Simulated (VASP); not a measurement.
Crystal: IrO.

```xyz
2
Lattice="0.0000 2.3847 2.3847 2.3847 0.0000 2.3847 2.3847 2.3847 0.0000" Properties=species:S:1:pos:R:3 pbc="T T T"
Ir    0.0000    0.0000    0.0000
O     1.1924    1.1924    1.1924
```

Base run:

```yaml
Program: VASP 6.6.1
Functional: PBE
Potentials_or_basis: VASP PAW PBE potentials, release 64 (Ir, O)
Cutoff: 520 eV
k_mesh: 8 × 8 × 8
Occupations: gaussian, width 0.1 eV
Spin: no spin polarisation
```

Its results: pressure 1.1 GPa.

The run is repeated on the same cell with these changes: potentials or basis from VASP PAW PBE potentials, release 64 (Ir, O) to VASP PAW PBE potentials, release 64 (Ir_sv_GW, O); cutoff from 520 eV to 600 eV; further incar settings from ALGO = Normal; EDIFF = 1e-06; NBANDS = 14 to ALGO = Normal; EDIFF = 1e-06; NBANDS = 18; valence electrons from 15 to 23. What comes out?

Pressure -0.5 GPa.

Caveats: an odd number of electrons without spin polarisation forces a metal; a magnetic or distorted state may lie lower.
